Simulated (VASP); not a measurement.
# InSbO (P-6m2) in VASP: further runs

The runs below take InSbO through relaxation of cell and atoms, single point, with PBE.

Program: VASP 6.6.1. These are calculated values, not measurements. Logs are shortened: lines on timing, memory, paths and dates and some standing lists are left out, and cuts for length are marked.

## 1. The cell of the first run

The structure is hexagonal, space group P-6m2 (No. 187). Conventional cell: a = 4.335 Å, b = 4.335 Å, c = 4.369 Å, α = 90.00°, β = 90.00°, γ = 120.00°. Within 4.4 Å of In (site symmetry -6m2) lie 6 Sb at 3.32 Å and 6 O at 3.32 Å and 8 In at 4.34 to 4.37 Å. Within 3.4 Å of Sb (site symmetry -6m2) lie 3 O at 2.50 Å and 6 In at 3.32 Å. O (site symmetry -6m2) has 3 Sb at 2.50 Å and 6 In at 3.32 Å within 3.4 Å.

The cell was generated, and may not be a known phase.

## 2. Relaxation of cell and atoms, PBE

File INCAR:

```
PREC = Accurate ; ENCUT = 600
EDIFF = 1E-6 ; ISMEAR = 0
SIGMA = 0.1 ; LREAL = F
LASPH = T ; NELM = 100
ALGO = Fast ; ISIF = 3
LWAVE = F ; LCHARG = F
GGA = PE ; IBRION = 2
NSW = 90 ; EDIFFG = -0.04
```

File KPOINTS:

```
regular mesh
0
Gamma
  6 6 4
```

File POSCAR:

```
InSbO
1.0
    4.3353920400      0.0000000000      0.0000000000
   -2.1676960200      3.7545596400      0.0000000000
    0.0000000000      0.0000000000      4.3691201800
In Sb O
1 1 1
Direct
    0.0000000000      0.0000000000      0.0000000000
    0.3333333300      0.6666666700      0.5000000000
    0.6666666700      0.3333333300      0.5000000000
```

Potentials or basis: VASP PAW PBE potentials, release 64 (In_d, Sb, O).

The run is started by

```console
> cat potpaw_PBE.64/In_d/POTCAR potpaw_PBE.64/Sb/POTCAR potpaw_PBE.64/O/POTCAR > POTCAR
> mpirun -np 1 vasp_std > vasp.out
```

OUTCAR:

```text
PREC = Accurate
   ENCUT = 600
   EDIFF = 1E-6
   ISMEAR = 0
   LREAL = F
   LASPH = T
   NELM = 100
   ISIF = 3
   GGA = PE
   IBRION = 2
   NSW = 90
   EDIFFG = -0.04

 ion  position               nearest neighbor table
   1  0.000  0.000  0.000-   2 3.32   2 3.32   2 3.32   2 3.32   2 3.32   2 3.32
   2  0.333  0.667  0.500-   3 2.50   3 2.50   3 2.50   1 3.32   1 3.32   1 3.32   1 3.32   1 3.32
                             1 3.32
   3  0.667  0.333  0.500-   2 2.50   2 2.50   2 2.50

  LATTYP: Found a hexagonal cell.
 ALAT       =     4.3353920400
 C/A-ratio  =     1.0077797209

  Lattice vectors:

 A1 = (   4.3353920400,   0.0000000000,   0.0000000000)
 A2 = (  -2.1676960200,   3.7545596400,   0.0000000000)
 A3 = (   0.0000000000,   0.0000000000,   4.3691201800)

Analysis of symmetry for initial positions (statically):
=====================================================================
 Subroutine PRICEL returns:
 Original cell was already a primitive cell.

 Routine SETGRP: Setting up the symmetry group for a
 hexagonal supercell.

 Subroutine GETGRP returns: Found 12 space group operations
 (whereof 12 operations were pure point group operations)
 out of a pool of 24 trial point group operations.

The static configuration has the point symmetry D_3h.

Analysis of symmetry for dynamics (positions and initial velocities):
=====================================================================
 Subroutine PRICEL returns:
 Original cell was already a primitive cell.

 Routine SETGRP: Setting up the symmetry group for a
 hexagonal supercell.

 Subroutine GETGRP returns: Found 12 space group operations
 (whereof 12 operations were pure point group operations)
 out of a pool of 24 trial point group operations.

The dynamic configuration has the point symmetry D_3h.

 Subroutine INISYM returns: Found 12 space group operations
 (whereof 12 operations are pure point group operations),
 and found     1 'primitive' translations

----------------------------------------------------------------------------------------

                                     Primitive cell

  volume of cell :      71.1183

  direct lattice vectors                    reciprocal lattice vectors
     4.335392040  0.000000000  0.000000000     0.230659648  0.133171410  0.000000000
    -2.167696020  3.754559640  0.000000000     0.000000000  0.266342819  0.000000000
     0.000000000  0.000000000  4.369120180     0.000000000  0.000000000  0.228879033

  length of vectors
     4.335392040  4.335392038  4.369120180     0.266342819  0.266342819  0.228879033

  position of ions in fractional coordinates (direct lattice)
     0.000000000  0.000000000  0.000000000
     0.333333330  0.666666670  0.500000000
     0.666666670  0.333333330  0.500000000

  ion indices of the primitive-cell ions
   primitive index   ion index
                 1           1
                 2           2
                 3           3

----------------------------------------------------------------------------------------

 KPOINTS: regular mesh

Automatic generation of k-mesh.
 Grid dimensions read from file:
 generate k-points for:    6    6    4

 Generating k-lattice:

  Cartesian coordinates                     Fractional coordinates (reciprocal lattice)
     0.038443275  0.022195235  0.000000000     0.166666667  0.000000000  0.000000000
     0.000000000  0.044390470  0.000000000     0.000000000  0.166666667  0.000000000
     0.000000000  0.000000000  0.057219758     0.000000000  0.000000000  0.250000000

  Length of vectors
     0.044390470  0.044390470  0.057219758

  Shift w.r.t. Gamma in fractional coordinates (k-lattice)
     0.000000000  0.000000000  0.000000000

 Subroutine IBZKPT returns following result:
 ===========================================

 Found     21 irreducible k-points:

 Following reciprocal coordinates:
            Coordinates               Weight
  0.000000  0.000000  0.000000      1.000000
  0.166667  0.000000  0.000000      6.000000
  0.333333 -0.000000  0.000000      6.000000
  0.500000  0.000000  0.000000      3.000000
  0.166667  0.166667  0.000000      6.000000
  0.333333  0.166667  0.000000     12.000000
[... 13 lines left out ...]
  0.333333  0.166667  0.500000     12.000000
  0.333333  0.333333  0.500000      2.000000
   k-points           NKPTS =     21   k-points in BZ     NKDIM =     21   number of bands    NBANDS=     16
   number of dos      NEDOS =    301   number of ions     NIONS =      3
   total plane-waves  NPLWV =  46656
   dimension x,y,z NGX =    36 NGY =   36 NGZ =   36
   dimension x,y,z NGXF=    72 NGYF=   72 NGZF=   72
   ions per type =               1   1   1
   NGX,Y,Z   is equivalent  to a cutoff of  13.80, 13.80, 13.70 a.u.
   NGXF,Y,Z  is equivalent  to a cutoff of  27.61, 27.61, 27.40 a.u.
 SYSTEM =  unknown system
   PREC   = accura    normal or accurate (medium, high low for compatibility)
   ISTART =      0    job   : 0-new  1-cont  2-samecut
   ICHARG =      2    charge: 1-file 2-atom 10-const
   ISPIN  =      1    spin polarized calculation?
   LNONCOLLINEAR =      F non collinear calculations
   LSORBIT =      F    spin-orbit coupling
   LASPH  =      T    aspherical Exc in radial PAW
   ENCUT  =  600.0 eV  44.10 Ry    6.64 a.u.   8.66  8.66  8.73*2*pi/ulx,y,z
   NELM   =    100;   NELMIN=  2; NELMDL= -5     # of ELM steps
   EDIFF  = 0.1E-05   stopping-criterion for ELM
   LREAL  =      F    real-space projection
   EDIFFG = -.4E-01   stopping-criterion for IOM
   NSW    =     90    number of steps for IOM
   IBRION =      2    ionic relax: 0-MD 1-quasi-New 2-CG
   NFREE  =      1    steps in history (QN), initial steepest desc. (CG)
   ISIF   =      3    stress and relaxation
   ISYM   =      2    0-nonsym 1-usesym 2-fastsym
   POTIM  = 0.5000    time-step for ionic-motion
   TEBEG  =    0.0;   TEEND  =   0.0 temperature during run
   PSTRESS=    0.0 pullay stress
   NELECT =      24.0000    total number of electrons
   NUPDOWN=      -1.0000    fix difference up-down
   EMIN   =  10.00;   EMAX   =-10.00  energy-range for DOS
   EFERMI =   0.00;   METHOD = LEGACY
   ISMEAR =     0;   SIGMA  =   0.10  broadening in eV -4-tet -1-fermi 0-gaus
   EFERMI_NEDOS =   21; number of points for ismear=-14 and -15
   IALGO  =     68    algorithm
   IMIX   =      4    mixing-type and parameters
     AMIX     =   0.40;   BMIX     =  1.00
     AMIX_MAG =   1.60;   BMIX_MAG =  1.00
  volume/ion in A,a.u.               =      23.71       159.98
  Fermi-wavevector in a.u.,A,eV,Ry     =   1.139772  2.153857 17.675070  1.299081
  Thomas-Fermi vector in A             =   2.276475
   LORBIT       =      0    0 simple, 1 ext, 2 COOP (PROOUT), +10 PAW based schemes
   GGA     = PE    functional components
   LHFCALC =     F    Hartree Fock is set to
   AEXX    =    0.0000 exact exchange contribution
   IVDW    =     0    specifies the selected vdW correction
   LEPSILON=     F    determine dielectric tensor
   LRPA    =     F    only Hartree local field effects (RPA)
 conjugate gradient relaxation of ions
 non-spin polarized calculation
 RMM-DIIS sequential band-by-band and
 Gauss-broadening in eV      SIGMA  =   0.10
  energy-cutoff  :      600.00
  volume of cell :       71.12
 maximum number of plane-waves:      2399
 NGX is ok and might be reduce to    36
   NGX = 17   NGY = 17   NGZ = 17

--------------------------------------- Ionic step        1  -------------------------------------------

 number of electron      23.9999993 magnetization

 Free energy of the ion-electron system (eV)
  ---------------------------------------------------
  ext. energy  EPLUGINS =         0.00000000
  ---------------------------------------------------
  free energy    TOTEN  =       -12.00688498 eV

  energy without entropy =      -11.99631948  energy(sigma->0) =      -12.00160223

------------------------ aborting loop because EDIFF is reached ----------------------------------------

  FORCE on cell =-STRESS in cart. coord.  units (eV):
  Direction    XX          YY          ZZ          XY          YZ          ZX
  --------------------------------------------------------------------------------------
  -------------------------------------------------------------------------------------
  Total       -3.7035555     -3.7035555     -0.6894428      0.0000000      0.0000000      0.0000000
  in kB      -83.4349605    -83.4349604    -15.5320018      0.0000000      0.0000000      0.0000000
  external PRESSURE =     -60.8006409 kB  Pullay stress =       0.0000000 kB
[... 92 lines left out ...]
  FREE ENERGIE OF THE ION-ELECTRON SYSTEM (eV)
  ---------------------------------------------------
  free  energy   TOTEN  =       -12.2421411079 eV

  energy  without entropy=      -12.2311100153  energy(sigma->0) =      -12.23662556

 E-fermi :   6.9898     XC(G=0): -10.1030

 val. band max:        6.9804391443   @ k =   0.1667   0.1667   0.0000
 cond. band min:       7.0224625831   @ k =   0.3333   0.1667   0.5000
 fundamental gap:      0.0420234387
 Fermi energy:         6.9898436039

 k-point     1 :       0.0000    0.0000    0.0000
  band No.  band energies     occupation
      1     -11.3919      2.00000
      2      -7.5999      2.00000
      3      -7.5811      2.00000
      4      -7.5811      2.00000
      5      -7.5574      2.00000
      6      -7.5574      2.00000
[... 8 lines left out ...]
     15      11.8409      0.00000
     16      13.8449      0.00000
[... 363 lines left out ...]
  band No.  band energies     occupation
      1     -10.9992      2.00000
      2      -7.6489      2.00000
      3      -7.5614      2.00000
      4      -7.5581      2.00000
      5      -7.5459      2.00000
      6      -7.5366      2.00000
[... 8 lines left out ...]
     15       9.0071      0.00000
     16      15.3618      0.00000

[... ionic steps 4 to 7 ...]

--------------------------------------- Ionic step        8  -------------------------------------------

 number of electron      23.9999994 magnetization

------------------------ aborting loop because EDIFF is reached ----------------------------------------

  FORCE on cell =-STRESS in cart. coord.  units (eV):
  Direction    XX          YY          ZZ          XY          YZ          ZX
  --------------------------------------------------------------------------------------
  -------------------------------------------------------------------------------------
  Total        0.3174598      0.3174598      0.1489873      0.0000000      0.0000000      0.0000000
  in kB        7.4252745      7.4252745      3.4847603      0.0000000      0.0000000      0.0000000
  external PRESSURE =       6.1117697 kB  Pullay stress =       0.0000000 kB
[... 59 lines left out ...]
  energy  without entropy=      -12.4591528075  energy(sigma->0) =      -12.46638860

--------------------------------------- Ionic step       10  -------------------------------------------

 number of electron      24.0000003 magnetization

 Free energy of the ion-electron system (eV)
  ---------------------------------------------------
  ext. energy  EPLUGINS =         0.00000000
  ---------------------------------------------------
  free energy    TOTEN  =       -12.47374427 eV

  energy without entropy =      -12.45939042  energy(sigma->0) =      -12.46656734

 E-fermi :   6.4622     XC(G=0):  -9.6333

 val. band max:        6.4009934222   @ k =   0.1667   0.0000   0.2500
 cond. band min:       6.4883075396   @ k =   0.3333  -0.0000   0.5000
 fundamental gap:      0.0873141175
 Fermi energy:         6.4622073960

 k-point     1 :       0.0000    0.0000    0.0000
  band No.  band energies     occupation
      1     -12.8585      2.00000
      2      -8.4431      2.00000
      3      -8.4193      2.00000
      4      -8.4193      2.00000
      5      -8.3763      2.00000
      6      -8.3763      2.00000
[... 8 lines left out ...]
     15      12.3820      0.00000
     16      13.0109      0.00000
[... 408 lines left out ...]
  FREE ENERGIE OF THE ION-ELECTRON SYSTEM (eV)
  ---------------------------------------------------
  free  energy   TOTEN  =       -12.4737442665 eV

  energy  without entropy=      -12.4593904227  energy(sigma->0) =      -12.46656734

 reached required accuracy - stopping structural energy minimisation
```

Wall time 3.3 min (1 thread of Oxide Virtual Turin-like, shared host); peak memory 0.2 GiB.

Results:

* Free energy: -12.4737 eV
* Relaxed volume: 23.14 Å³/atom
* Relaxed cell: a = 3.864 Å, b = 3.864 Å, c = 5.368 Å, α = 90.00°, β = 90.00°, γ = 120.00°
* Space group after relaxing (to 0.1 Å): P-6m2 (No. 187)
* Energy gained by relaxing: 155.6 meV/atom
* Ionic steps: 10
* Pressure after relaxing: 0.1 GPa
* Band gap on the k mesh: zero (bands 12 and 13 overlap by 3.02 eV)

Stress tensor (GPa, compression positive):
```
 0.12  0.00  0.00
 0.00  0.12  0.00
 0.00  0.00 -0.07
```

The path:
| step | energy change (eV) | largest force (eV/Å) | pressure (GPa) | volume (Å³) |
| --- | --- | --- | --- | --- |
| 1 | 0.0000 | 0.0000 | -6.08 | 71.12 |
| 2 | -0.2348 | 0.0000 | 1.58 | 62.20 |
| 3 | -0.2353 | 0.0000 | 1.15 | 62.54 |
| 4 | -0.2809 | 0.0000 | 1.26 | 63.05 |
| 5 | -0.3983 | 0.0000 | 1.71 | 64.34 |
| 6 | -0.3954 | 0.0000 | 4.61 | 65.82 |
| 7 | -0.4342 | 0.0000 | 3.13 | 65.40 |
| 8 | -0.4652 | 0.0000 | 0.61 | 68.50 |
| 9 | -0.4667 | 0.0000 | 0.21 | 69.18 |
| 10 | -0.4669 | 0.0000 | 0.06 | 69.42 |

Final structure:
```
CELL_PARAMETERS angstrom
3.86402 0.00000 0.00000
-1.93201 3.34634 0.00000
0.00000 0.00000 5.36849
ATOMIC_POSITIONS crystal
In 0.00000 0.00000 0.00000
Sb 0.33333 0.66667 0.50000
O 0.66667 0.33333 0.50000
```

Caveat: a cell axis changed by over 15 % at a fixed basis, so the end point is rough; spin-orbit coupling is left out, which moves the levels of the heavy elements.

(Part 1 of 3 ends here.)

The gap in the log of VASP goes by the Fermi energy; the results here count the filled bands.